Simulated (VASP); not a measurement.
Wanted: the native input for a VASP 6.6.1 run.

- Task: single point
- Functional: r2SCAN
- Potentials or basis: VASP PAW PBE potentials, release 64 (K_sv, Cl)
- Cutoff: 520 eV
- k mesh: 8 × 8 × 8
- Occupations: gaussian, width 0.01 eV
- Spin: no spin polarisation
- Dipole correction: no
- Further INCAR settings: ALGO = Normal; EDIFF = 1e-06; NBANDS = 15

Crystal: KCl.

```
CELL_PARAMETERS angstrom
3.77081 0.00000 0.00000
0.00000 3.77081 0.00000
0.00000 0.00000 3.85867
ATOMIC_POSITIONS crystal
K 0.00000 0.00000 0.00000
Cl 0.50000 0.50000 0.50000
```

This cell differs from its parent crystal: uniaxial z strain +2.3%.

These files were run (other wordings do the same):

POSCAR

```
KCl
1.0
    3.7708085932      0.0000000000      0.0000000000
    0.0000000000      3.7708085932      0.0000000000
    0.0000000000      0.0000000000      3.8586684334
K Cl
1 1
Direct
    0.0000000000      0.0000000000      0.0000000000
    0.5000000000      0.5000000000      0.5000000000
```

INCAR.step1

```
SYSTEM = KCl
PREC = Accurate
ENCUT = 520
ISMEAR = 0
SIGMA = 0.01
LREAL = .FALSE.
LASPH = .TRUE.
NELM = 100
NBANDS = 15
GGA = PE
ALGO = Normal
EDIFF = 1E-4
LWAVE = .TRUE.
LCHARG = .FALSE.
```

INCAR.step2

```
SYSTEM = KCl
PREC = Accurate
ENCUT = 520
EDIFF = 1E-6
ISMEAR = 0
SIGMA = 0.01
LREAL = .FALSE.
LASPH = .TRUE.
NELM = 100
ALGO = Normal
ISIF = 2
LWAVE = .FALSE.
LCHARG = .TRUE.
METAGGA = R2SCAN
LMIXTAU = .TRUE.
LELF = .TRUE.
LVHAR = .TRUE.
NBANDS = 15
ISTART = 1
```

KPOINTS

```
regular mesh
0
G
  8 8 8
  0 0 0
```

Potentials or basis: VASP PAW PBE potentials, release 64 (K_sv, Cl).

Launch:

```bash
$ cat potpaw_PBE.64/K_sv/POTCAR potpaw_PBE.64/Cl/POTCAR > POTCAR
$ cp INCAR.step1 INCAR
$ mpirun -np 1 vasp_std > vasp.out
$ cp INCAR.step2 INCAR
$ mpirun -np 1 vasp_std > vasp.out
```

Results of the run:

```json
{
 "Pressure": "-0.5 GPa",
 "Band gap on the k mesh": "5.65 eV, indirect (least direct gap 5.86 eV)"
}
```

Caveat: the cell differs from its parent crystal (uniaxial z strain +2.3%); the PAW data sets were made with another functional, which shifts forces and pressure a little.

Wall time 2.3 min on 1 thread of AMD EPYC 7R13 Processor (Zen 3) (shared host), peak memory 0.17 GiB.
